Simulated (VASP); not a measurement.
A run of VASP 6.6.1:

The input INCAR:

```
SYSTEM = Ge
ALGO = Normal
EDIFF = 1E-6
ENCUT = 520
GGA = PE
ISIF = 2
ISMEAR = -1
LASPH = .True.
LCHARG = .False.
LREAL = .False.
LWAVE = .False.
NBANDS = 21
NELM = 60
PREC = Accurate
SIGMA = 0.05
```

File KPOINTS:

```
k-points
0
Gamma
  6 6 6
  0 0 0
```

POSCAR

```
Ge
1.0
    0.0000000000      2.7563416131      2.7563416131
    2.7563416131      0.0000000000      2.7563416131
    2.7563416131      2.7563416131      0.0000000000
Ge
2
Direct
    0.0000000000      0.0000000000      0.0000000000
    0.2500000000      0.2500000000      0.2500000000
```

Potentials or basis: VASP PAW PBE potentials, release 64 (Ge_d).

Command:

```sh
$ cat potpaw_PBE.64/Ge_d/POTCAR > POTCAR
$ mpirun -np 1 vasp_std > vasp.out
```

Hardware: 1 thread of Intel(R) Xeon(R) Platinum 8259CL CPU @ 2.50GHz (Skylake/Cascade Lake), with other jobs on the host.

Task: How long does it take, and how much memory?

Result: Wall time 19 s on 1 thread of Intel(R) Xeon(R) Platinum 8259CL CPU @ 2.50GHz (Skylake/Cascade Lake), with other jobs on the host, peak memory 0.16 GiB. Counts: scf iterations 12, k points 16.
